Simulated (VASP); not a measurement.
Write the native input for VASP 6.6.1 that does the following.

| Item | Value |
| --- | --- |
| Task | single point |
| Functional | r2SCAN |
| Potentials or basis | VASP PAW PBE potentials, release 64 (Ti_sv, O) |
| Cutoff | 520 eV |
| k mesh | 12 × 12 × 12 |
| Occupations | gaussian, width 0.1 eV |
| Spin | no spin polarisation |
| Hubbard terms | Ti d U = 4.0 eV |
| Dipole correction | no |
| Further INCAR settings | ALGO = Normal; EDIFF = 1e-07; NBANDS = 36 |

TiO:

```
CELL_PARAMETERS angstrom
5.07757 0.00000 0.00000
-2.53878 4.39730 0.00000
0.00000 0.00000 2.88474
ATOMIC_POSITIONS crystal
Ti 0.66667 0.33333 0.50000
Ti 0.33333 0.66667 0.50000
Ti 0.00000 0.00000 0.00000
O 0.61036 0.61036 0.00000
O 0.38964 0.00000 0.00000
O 0.00000 0.38964 0.00000
```

This cell differs from its parent crystal: biaxial strain in the a-b plane: +1.0 %, then relaxed in part.

These files were run (other wordings do the same):

POSCAR

```
TiO
1.0
    5.0775698357      0.0000000000      0.0000000000
   -2.5387849179      4.3973044672      0.0000000000
    0.0000000000      0.0000000000      2.8847409878
Ti O
3 3
Direct
    0.6666666667      0.3333333333      0.5000000000
    0.3333333333      0.6666666667      0.5000000000
    0.0000000000      0.0000000000      0.0000000000
    0.6103608875      0.6103608875      0.0000000000
    0.3896391125      0.0000000000      0.0000000000
    0.0000000000      0.3896391125      0.0000000000
```

INCAR.step1

```
SYSTEM = TiO
PREC = Accurate ; ENCUT = 520
ISMEAR = 0 ; SIGMA = 0.1
LREAL = .False. ; LASPH = .True.
NELM = 150 ; LMAXMIX = 4
LDAU = .True. ; LDAUTYPE = 2
LDAUL = 2 -1 ; LDAUU = 4 0
LDAUJ = 0 0 ; NBANDS = 36
GGA = PE ; ALGO = Normal
EDIFF = 1E-4 ; LWAVE = .True.
LCHARG = .False.
```

INCAR.step2

```
SYSTEM = TiO
PREC = Accurate ; ENCUT = 520
EDIFF = 1E-7 ; ISMEAR = 0
SIGMA = 0.1 ; LREAL = .False.
LASPH = .True. ; NELM = 150
ALGO = Normal ; ISIF = 2
LWAVE = .False. ; LCHARG = .True.
LMAXMIX = 4 ; LDAU = .True.
LDAUTYPE = 2 ; LDAUL = 2 -1
LDAUU = 4 0 ; LDAUJ = 0 0
LDAUPRINT = 1 ; METAGGA = R2SCAN
LMIXTAU = .True. ; LELF = .True.
LVHAR = .True. ; NBANDS = 36
ISTART = 1
```

KPOINTS

```
Automatic mesh
0
Gamma
  12 12 12
  0 0 0
```

Potentials or basis: VASP PAW PBE potentials, release 64 (Ti_sv, O).

Launch:

```sh
$ cat potpaw_PBE.64/Ti_sv/POTCAR potpaw_PBE.64/O/POTCAR > POTCAR
$ cp INCAR.step1 INCAR
$ mpirun -np 1 vasp_std > vasp.out
$ cp INCAR.step2 INCAR
$ mpirun -np 1 vasp_std > vasp.out
```

Results of the run:

```
Pressure               : 2.1 GPa
Largest force          : 0.345 eV/Å
Band gap on the k mesh : zero (bands 27 and 28 overlap by 1.18 eV)
```

Caveat: the cell differs from its parent crystal (biaxial strain in the a-b plane: +1.0 %, then relaxed in part); the PAW data sets were made with another functional, which shifts forces and pressure a little; U without spin polarisation on a metal has little footing.

Wall time 14 min on 1 thread of Intel(R) Xeon(R) 6975P-C (Granite Rapids), on a shared host, peak memory 0.36 GiB.
